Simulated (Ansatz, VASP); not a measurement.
This is a calculation of ZnCu for Ansatz 0.2.0.

The input input.yaml:

```yaml
crystal:
  lattice:
    - [2.9645038797, 0.0, 0.0]
    - [0.0, 2.9645038797, 0.0]
    - [0.0, 0.0, 2.9645038797]
  atoms:
    - { symbol: Zn, position: [0.5, 0.5, 0.5] }
    - { symbol: Cu, position: [0.0, 0.0, 0.0] }
kpoints:
  mp_grid: { grid: [9, 9, 9] }
scf:
  occupations: { method: fermi_dirac, width: 0.05 }
hamiltonian:
  xc: lda
  pseudopotentials: { kind: all_electron, lapw: { basis_error: 0.001 } }
output:
  forces: true
  stress: true
  eigenvalues: true
```

Potentials or basis: all-electron LAPW, scalar-relativistic.

Command:

```console
$ ansatz run input.yaml --threads 1 --pin off --max-ram 3072MiB --backend cpu --events-out ev --progress --plain --runs-dir out
```

Q: Set up the same calculation for VASP 6.6.1. Potentials there: VASP PAW LDA potentials, release 64 (Zn, Cu).

A: As run (the cutoff follows the program's own potentials):

INCAR

```
  PREC = Accurate
  ENCUT = 520
  EDIFF = 1E-6
  ISMEAR = -1
  SIGMA = 0.05
  LREAL = F
  LASPH = T
  NELM = 100
  ALGO = Fast
  ISIF = 2
  LWAVE = F
  LCHARG = F
  GGA = CA
  NBANDS = 18
```

Contents of KPOINTS:

```
regular mesh
0
Gamma
  9 9 9
```

Contents of POSCAR:

```
ZnCu
1.0
    2.9645038797      0.0000000000      0.0000000000
    0.0000000000      2.9645038797      0.0000000000
    0.0000000000      0.0000000000      2.9645038797
Zn Cu
1 1
Direct
    0.5000000000      0.5000000000      0.5000000000
    0.0000000000      0.0000000000      0.0000000000
```

Potentials or basis: VASP PAW LDA potentials, release 64 (Zn, Cu).

The run is started by

```bash
$ cat potpaw_LDA.64/Zn/POTCAR potpaw_LDA.64/Cu/POTCAR > POTCAR
$ mpirun -np 1 vasp_std > vasp.out
```

Both were run:

|  | VASP | Ansatz | Ansatz less VASP |
| --- | --- | --- | --- |
| gap on the k mesh at the Fermi level (eV) | none | none | - |
| pressure (GPa) | -10.6 | -11.6 | -0.94 |

LDA's correlation is that of Perdew and Zunger in VASP and of Perdew and Wang (1992) in Ansatz. A gap of «none» marks a metal or a gap that the smearing closes. Ansatz ran all-electron here, and VASP with PAW potentials.
